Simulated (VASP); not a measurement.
# TePb in VASP: settings compared, part 2 of 2

VASP 6.6.1. The steps go on from the part before.

## 4. Single point, r2SCAN (strain +1.5%)

The input, POSCAR:

```
TePb
1.0
    0.0000000000      3.3168548626      3.3168548626
    3.3168548626      0.0000000000      3.3168548626
    3.3168548626      3.3168548626      0.0000000000
Pb Te
1 1
Direct
    0.0000000000      0.0000000000      0.0000000000
    0.5000000000      0.5000000000      0.5000000000
```

The input, INCAR.step1:

```
SYSTEM = TePb
  PREC = Accurate
  ENCUT = 520
  ISMEAR = 0
  SIGMA = 0.01
  LREAL = .FALSE.
  LASPH = .TRUE.
  NELM = 100
  NBANDS = 17
  GGA = PE
  ALGO = Normal
  EDIFF = 1E-4
  LWAVE = .TRUE.
  LCHARG = .FALSE.
```

The input, INCAR.step2:

```
SYSTEM = TePb
  PREC = Accurate
  ENCUT = 520
  EDIFF = 1E-6
  ISMEAR = 0
  SIGMA = 0.01
  LREAL = .FALSE.
  LASPH = .TRUE.
  NELM = 100
  ALGO = Normal
  ISIF = 2
  LWAVE = .FALSE.
  LCHARG = .FALSE.
  METAGGA = R2SCAN
  LMIXTAU = .TRUE.
  NBANDS = 17
  ISTART = 1
```

The input, KPOINTS:

```
Automatic mesh
0
G
  8 8 8
  0 0 0
```

Started as:

```sh
$ cat potpaw_PBE.64/Pb_d/POTCAR potpaw_PBE.64/Te/POTCAR > POTCAR
$ cp INCAR.step1 INCAR
$ mpirun -np 1 vasp_std > vasp.out
$ cp INCAR.step2 INCAR
$ mpirun -np 1 vasp_std > vasp.out
```

Wall time 55 s (1 thread of Intel Xeon 6975P-C (Granite Rapids), shared host); peak memory 0.23 GiB.

It converged, with:

```yaml
Free_energy: -82.6888 eV
Pressure: -1.7 GPa
Band_gap_on_the_k_mesh: 1.18 eV, direct
```

Levels at points of the mesh, in eV from the valence-band top:
| k point | band 7 | band 8 | band 9 | band 10 | band 11 | band 12 | band 13 | band 14 |
| --- | --- | --- | --- | --- | --- | --- | --- | --- |
| (0.00, 0.00, 0.00) | -5.83 | -1.17 | -1.17 | -1.17 | 4.27 | 4.27 | 4.27 | 6.38 |
| (0.50, 0.00, 0.00) | -8.48 | -0.75 | -0.75 | 0.00 | 1.18 | 1.62 | 1.62 | 8.85 |
| (0.50, 0.50, 0.00) | -7.37 | -4.05 | -2.49 | -2.49 | 3.93 | 5.55 | 5.55 | 6.71 |

Caveat: the cell differs from its parent crystal (strain +1.5%); the PAW data sets were made with another functional, which shifts forces and pressure a little; spin-orbit coupling is left out, which moves the levels of the heavy elements. A k mesh can miss the band edges.

## 5. Single point, PBE (epitaxial 111 strain -1.0%)

The input, INCAR:

```
SYSTEM = TePb
ALGO = Normal
EDIFF = 1E-6
ENCUT = 520
GGA = PE
ISIF = 2
ISMEAR = -1
LASPH = .True.
LCHARG = .False.
LREAL = .False.
LWAVE = .False.
NBANDS = 17
NELM = 100
PREC = Accurate
SIGMA = 0.02
```

The input, KPOINTS:

```
k-points
0
Gamma
  8 8 8
  0 0 0
```

The input, POSCAR:

```
TePb
1.0
    0.0439304361      3.2790893661      3.2790893661
    3.2790893661      0.0439304361      3.2790893661
    3.2790893661      3.2790893661      0.0439304361
Pb Te
1 1
Direct
    0.0000000000      0.0000000000      0.0000000000
    0.5000000000      0.5000000000      0.5000000000
```

Potentials or basis: VASP PAW PBE potentials, release 64 (Pb_d, Te).

Started as:

```sh
$ cat potpaw_PBE.64/Pb_d/POTCAR potpaw_PBE.64/Te/POTCAR > POTCAR
$ mpirun -np 1 vasp_std > vasp.out
```

OUTCAR:

```text
SYSTEM = TePb
   EDIFF = 1E-6
   ENCUT = 520
   GGA = PE
   ISIF = 2
   ISMEAR = -1
   LASPH = .True.
   LREAL = .False.
   NELM = 100
   PREC = Accurate

 ion  position               nearest neighbor table
   1  0.000  0.000  0.000-   2 3.26   2 3.26   2 3.26   2 3.26   2 3.26   2 3.26
   2  0.500  0.500  0.500-   1 3.26   1 3.26   1 3.26   1 3.26   1 3.26   1 3.26

  LATTYP: Found a trigonal (rhomboedric) cell.
 ALAT       =     4.6375407303
 COS(alpha) =     0.5133510761

  Lattice vectors:

 A1 = (   0.0439304361,   3.2790893661,   3.2790893661)
 A2 = (   3.2790893661,   0.0439304361,   3.2790893661)
 A3 = (   3.2790893661,   3.2790893661,   0.0439304361)

Analysis of symmetry for initial positions (statically):
=====================================================================
 Subroutine PRICEL returns:
 Original cell was already a primitive cell.

 Routine SETGRP: Setting up the symmetry group for a
 trigonal (rhombohedral) supercell.

 Subroutine GETGRP returns: Found 12 space group operations
 (whereof 12 operations were pure point group operations)
 out of a pool of 12 trial point group operations.

The static configuration has the point symmetry D_3d.
[... 160 lines left out ...]

 E-fermi :   5.7168     XC(G=0):  -9.1927

 val. band max:        5.3990177732   @ k =   0.5000   0.5000   0.5000
 cond. band min:       6.0555118207   @ k =   0.5000   0.0000  -0.0000
 fundamental gap:      0.6564940475
 Fermi energy:         5.7167704442

 k-point     1 :       0.0000    0.0000    0.0000
  band No.  band energies     occupation
      1     -11.3673      2.00000
      2     -11.3673      2.00000
      3     -11.3593      2.00000
      4     -11.3593      2.00000
      5     -11.3583      2.00000
      6      -6.5035      2.00000
[... 457 lines left out ...]
      4     -11.3516      2.00000
      5     -11.3472      2.00000
      6      -5.7361      2.00000
[... 9 lines left out ...]
     16      13.7648      0.00000
     17      14.6962      0.00000

 [... further k-points ...]

------------------------ aborting loop because EDIFF is reached ----------------------------------------

  FORCE on cell =-STRESS in cart. coord.  units (eV):
  Direction    XX          YY          ZZ          XY          YZ          ZX
  --------------------------------------------------------------------------------------
  -------------------------------------------------------------------------------------
  Total        0.4204874      0.4204874      0.4204874     -0.0840780     -0.0840780     -0.0840780
  in kB        9.7496637      9.7496637      9.7496637     -1.9494816     -1.9494816     -1.9494816
  external PRESSURE =       9.7496637 kB  Pullay stress =       0.0000000 kB

 VOLUME and BASIS-vectors are now :
 -----------------------------------------------------------------------------
  energy-cutoff  :      520.00
  volume of cell :       69.10
      direct lattice vectors                 reciprocal lattice vectors
     0.043930436  3.279089366  3.279089366    -0.155580301  0.153523524  0.153523524
     3.279089366  0.043930436  3.279089366     0.153523524 -0.155580301  0.153523524
     3.279089366  3.279089366  0.043930436     0.153523524  0.153523524 -0.155580301

 POSITION                                       TOTAL-FORCE (eV/Angst)
 -----------------------------------------------------------------------------------
      0.00000      0.00000      0.00000         0.000000     -0.000000      0.000000
      3.30105      3.30105      3.30105        -0.000000      0.000000     -0.000000
 -----------------------------------------------------------------------------------
    total drift:                               -0.000000      0.000000      0.000000

  FREE ENERGIE OF THE ION-ELECTRON SYSTEM (eV)
  ---------------------------------------------------
  free  energy   TOTEN  =        -7.5156917872 eV

  energy  without entropy=       -7.5156917869  energy(sigma->0) =       -7.51569179
```

It took 26 s on 1 thread of Intel Xeon 6975P-C (Granite Rapids), shared host; peak memory 0.25 GiB.

Results:

- Free energy: -7.5157 eV
- Pressure: 1.0 GPa
- Band gap on the k mesh: 0.66 eV, indirect (least direct gap 0.77 eV)

Levels at points of the mesh, in eV from the valence-band top:
```tsv
k point	band 8	band 9	band 10	band 11	band 12	band 13
(0.00, 0.00, 0.00)	-1.45	-1.28	-1.28	3.95	3.95	4.01
(0.50, 0.00, 0.00)	-0.95	-0.88	-0.11	0.66	1.19	1.26
(0.50, 0.50, 0.00)	-4.39	-2.81	-2.68	3.32	5.28	5.32
(0.50, 0.50, 0.50)	-0.83	-0.83	0.00	0.80	1.34	1.34
```

Caveat: the cell differs from its parent crystal (epitaxial 111 strain -1.0%); spin-orbit coupling is left out, which moves the levels of the heavy elements. A k mesh can miss the band edges.

## 6. Single point, PBE (shear xy strain -1.5%)

The input, INCAR:

```
SYSTEM = TePb
PREC = Accurate
ENCUT = 520
EDIFF = 1E-7
ISMEAR = -1
SIGMA = 0.02
LREAL = .False.
LASPH = .True.
NELM = 80
ALGO = Normal
ISIF = 2
LWAVE = .False.
LCHARG = .True.
GGA = PE
LELF = .True.
LVHAR = .True.
NBANDS = 17
```

The input, KPOINTS:

```
Automatic mesh
0
Gamma
  8 8 8
  0 0 0
```

The input, POSCAR:

```
TePb
1.0
   -0.0245087798      3.2678373030      3.2678373030
    3.2678373030     -0.0245087798      3.2678373030
    3.2433285233      3.2433285233      0.0000000000
Pb Te
1 1
Direct
    0.0000000000      0.0000000000      0.0000000000
    0.5000000000      0.5000000000      0.5000000000
```

Potentials or basis: VASP PAW PBE potentials, release 64 (Pb_d, Te).

Started as:

```sh
$ cat potpaw_PBE.64/Pb_d/POTCAR potpaw_PBE.64/Te/POTCAR > POTCAR
$ mpirun -np 1 vasp_std > vasp.out
```

OUTCAR:

```text
SYSTEM = TePb
   PREC = Accurate
   ENCUT = 520
   EDIFF = 1E-7
   ISMEAR = -1
   LREAL = .False.
   LASPH = .True.
   NELM = 80
   ISIF = 2
   GGA = PE

 ion  position               nearest neighbor table
   1  0.000  0.000  0.000-   2 3.27   2 3.27   2 3.27   2 3.27   2 3.27   2 3.27
   2  0.500  0.500  0.500-   1 3.27   1 3.27   1 3.27   1 3.27   1 3.27   1 3.27

  LATTYP: Found a body centered orthorhombic cell.
 ALAT       =     4.5867591849
 B/A-ratio  =     1.0151133501
 C/A-ratio  =     1.4249003147

  Lattice vectors:

 A1 = (   0.0245087798,  -3.2678373030,  -3.2678373030)
 A2 = (  -0.0245087797,   3.2678373031,  -3.2678373030)
 A3 = (   3.2678373030,  -0.0245087798,   3.2678373030)

Analysis of symmetry for initial positions (statically):
=====================================================================
 Subroutine PRICEL returns:
 Original cell was already a primitive cell.

 Routine SETGRP: Setting up the symmetry group for a
 body centered orthorhombic supercell.

 Subroutine GETGRP returns: Found  8 space group operations
 (whereof  8 operations were pure point group operations)
[... 161 lines left out ...]

  energy without entropy =       -7.52022948  energy(sigma->0) =       -7.52022948

 E-fermi :   5.5862     XC(G=0):  -9.1482

 val. band max:        5.2193283548   @ k =   0.5000   0.0000   0.0000
 cond. band min:       5.9532583929   @ k =   0.0000   0.0000   0.5000
 fundamental gap:      0.7339300381
 Fermi energy:         5.5861659115

 k-point     1 :       0.0000    0.0000    0.0000
  band No.  band energies     occupation
      1     -11.4782      2.00000
      2     -11.4777      2.00000
      3     -11.4716      2.00000
      4     -11.4705      2.00000
      5     -11.4704      2.00000
      6      -6.5487      2.00000
[... 457 lines left out ...]
      4     -11.4645      2.00000
      5     -11.4625      2.00000
      6      -6.0971      2.00000
[... 9 lines left out ...]
     16      12.6712      0.00000
     17      14.0454      0.00000

 [... further k-points ...]

------------------------ aborting loop because EDIFF is reached ----------------------------------------

  FORCE on cell =-STRESS in cart. coord.  units (eV):
  Direction    XX          YY          ZZ          XY          YZ          ZX
  --------------------------------------------------------------------------------------
  -------------------------------------------------------------------------------------
  Total        0.2536038      0.2536038      0.2519521      0.0923712     -0.0000000     -0.0000000
  in kB        5.8220967      5.8220967      5.7841782      2.1206067     -0.0000000     -0.0000000
  external PRESSURE =       5.8094572 kB  Pullay stress =       0.0000000 kB

 VOLUME and BASIS-vectors are now :
 -----------------------------------------------------------------------------
  energy-cutoff  :      520.00
  volume of cell :       69.79
      direct lattice vectors                 reciprocal lattice vectors
    -0.024508780  3.267837303  3.267837303    -0.151867388  0.151867388  0.153006393
     3.267837303 -0.024508780  3.267837303     0.151867388 -0.151867388  0.153006393
     3.243328523  3.243328523  0.000000000     0.154162613  0.154162613 -0.153006393

 POSITION                                       TOTAL-FORCE (eV/Angst)
 -----------------------------------------------------------------------------------
      0.00000      0.00000      0.00000         0.000000     -0.000000      0.000000
      3.24333      3.24333      3.26784         0.000000      0.000000     -0.000000
 -----------------------------------------------------------------------------------
    total drift:                               -0.000000      0.000000      0.000000

  FREE ENERGIE OF THE ION-ELECTRON SYSTEM (eV)
  ---------------------------------------------------
  free  energy   TOTEN  =        -7.5202294772 eV

  energy  without entropy=       -7.5202294772  energy(sigma->0) =       -7.52022948
```

OSZICAR:

```text
N       E                     dE             d eps       ncg     rms          rms(c)
DAV:   1     0.152358470364E+03    0.15236E+03   -0.91758E+03  3230   0.113E+03
DAV:   2     0.310559922174E+01   -0.14925E+03   -0.14447E+03  3401   0.291E+02
DAV:   3    -0.736555357939E+01   -0.10471E+02   -0.10394E+02  4260   0.839E+01
DAV:   4    -0.764632557077E+01   -0.28077E+00   -0.28062E+00  4072   0.155E+01
DAV:   5    -0.765731756576E+01   -0.10992E-01   -0.10992E-01  4668   0.273E+00    0.309E+00
DAV:   6    -0.752169908617E+01    0.13562E+00   -0.30433E-01  4670   0.371E+00    0.188E+00
DAV:   7    -0.751814819799E+01    0.35509E-02   -0.87932E-02  3999   0.139E+00    0.903E-01
DAV:   8    -0.752041227206E+01   -0.22641E-02   -0.10687E-02  3832   0.105E+00    0.161E-01
DAV:   9    -0.752017789345E+01    0.23438E-03   -0.16670E-03  4774   0.424E-01    0.702E-02
DAV:  10    -0.752022472668E+01   -0.46833E-04   -0.17905E-04  3781   0.968E-02    0.200E-02
DAV:  11    -0.752023004880E+01   -0.53221E-05   -0.40138E-05  4423   0.503E-02    0.141E-02
DAV:  12    -0.752023003960E+01    0.91948E-08   -0.22806E-06  3785   0.109E-02    0.108E-02
DAV:  13    -0.752022943162E+01    0.60799E-06   -0.90484E-07  3824   0.697E-03    0.294E-03
DAV:  14    -0.752022947722E+01   -0.45607E-07   -0.34664E-07  3721   0.424E-03
   1 F= -.75202295E+01 E0= -.75202295E+01  d E =-.680720E-10
```

stdout:

```text
POSCAR found type information on POSCAR PbTe
 POSCAR found :  2 types and       2 ions
 scaLAPACK will be used
 LDA part: xc-table for (Slater+PW92), standard interpolation
 POSCAR, INCAR and KPOINTS ok, starting setup
 FFT: planning ... GRIDC
 FFT: planning ... GRID_SOFT
 FFT: planning ... GRID
 WAVECAR not read
 entering main loop
```

Wall time 45 s (1 thread of Intel Xeon 6975P-C (Granite Rapids), shared host); peak memory 0.27 GiB.

What came out:

| Quantity | Value |
| --- | --- |
| Free energy | -7.5202 eV |
| Pressure | 0.6 GPa |
| Band gap on the k mesh | 0.73 eV, indirect (least direct gap 0.80 eV) |

Stress tensor (GPa, compression positive):
```
0.58 0.21 0.00
0.21 0.58 0.00
0.00 0.00 0.58
```

Levels at points of the mesh, in eV from the valence-band top:
```
           k point  band 8  band 9  band 10  band 11  band 12  band 13
(0.00, 0.00, 0.00)   -1.31   -1.25    -1.18     3.99     4.01     4.03
(0.50, 0.00, 0.00)   -0.80   -0.77     0.00     0.80     1.34     1.38
(0.50, 0.50, 0.00)   -4.26   -2.70    -2.56     3.41     5.30     5.35
(0.00, 0.00, 0.50)   -0.85   -0.82    -0.06     0.73     1.28     1.32
(0.50, 0.00, 0.50)   -4.26   -2.63    -2.63     3.41     5.32     5.33
```

Caveat: the cell differs from its parent crystal (shear xy strain -1.5%); spin-orbit coupling is left out, which moves the levels of the heavy elements. A k mesh can miss the band edges.

## 7. Summary

| level | cell | smearing | gap on the mesh (eV) | pressure (GPa) |
| --- | --- | --- | --- | --- |
| PBE | a = 4.691 Å, angles 60.0°, 2 atoms | fermi-dirac 0.02 eV | 0.88 | -1.1 |
| r2SCAN | a = 4.621 Å, angles 60.0°, 2 atoms | gaussian 0.01 eV | 1.09 | 0.0 |
| r2SCAN | a = 4.691 Å, angles 60.0°, 2 atoms | gaussian 0.01 eV | 1.18 | -1.7 |
| PBE | a = 4.638 Å, angles 59.1°, 2 atoms | fermi-dirac 0.02 eV | 0.66 | 1.0 |
| PBE | a = 4.621, b = 4.621, c = 4.587 Å, angles 60.2, 60.2, 60.5°, 2 atoms | fermi-dirac 0.02 eV | 0.73 | 0.6 |

Alike in all rows: task single point; potentials or basis VASP PAW PBE potentials, release 64 (Pb_d, Te); no spin polarisation; k mesh 8 × 8 × 8; cutoff (eV) 520.

Caveats: spin-orbit coupling is left out, which moves the levels of the heavy elements; the PAW data sets were made with another functional, which shifts forces and pressure a little (some runs).

Total energies depend on the potentials used, so only differences within one code and one set of settings carry meaning.
